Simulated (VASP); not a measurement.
Here is a VASP 6.6.1 calculation.

File INCAR:

```
SYSTEM = Mn
ALGO = Normal ; EDIFF = 1E-6
ENCUT = 520 ; ISIF = 2
ISMEAR = -1 ; LASPH = .TRUE.
LCHARG = .FALSE. ; LREAL = .FALSE.
LWAVE = .FALSE. ; NBANDS = 20
NELM = 80 ; PREC = Accurate
SIGMA = 0.1
```

Contents of KPOINTS:

```
k-points
0
G
  17 17 9
  0 0 0
```

POSCAR

```
Mn
1.0
    2.5262298460      0.0000000000      0.0000000000
   -1.2631149230      2.1877792224      0.0000000000
    0.0000000000      0.0000000000      4.0736593430
Mn
2
Direct
    0.3333333333      0.6666666667      0.2500000000
    0.6666666667      0.3333333333      0.7500000000
```

Potentials or basis: VASP PAW LDA potentials, release 64 (Mn_pv).

The run is started by

```sh
$ cat potpaw_LDA.64/Mn_pv/POTCAR > POTCAR
$ mpirun -np 1 vasp_std > vasp.out
```

(1) Estimate the pressure.

(2) What does it give for the band gap on the k mesh?

Results:

(1) -28.9 GPa.

(2) zero (band 13 reaches 10.43 eV, above the bottom of band 14 at 8.59 eV).

Caveat: the run has no spin polarisation, though such a crystal can be magnetic.
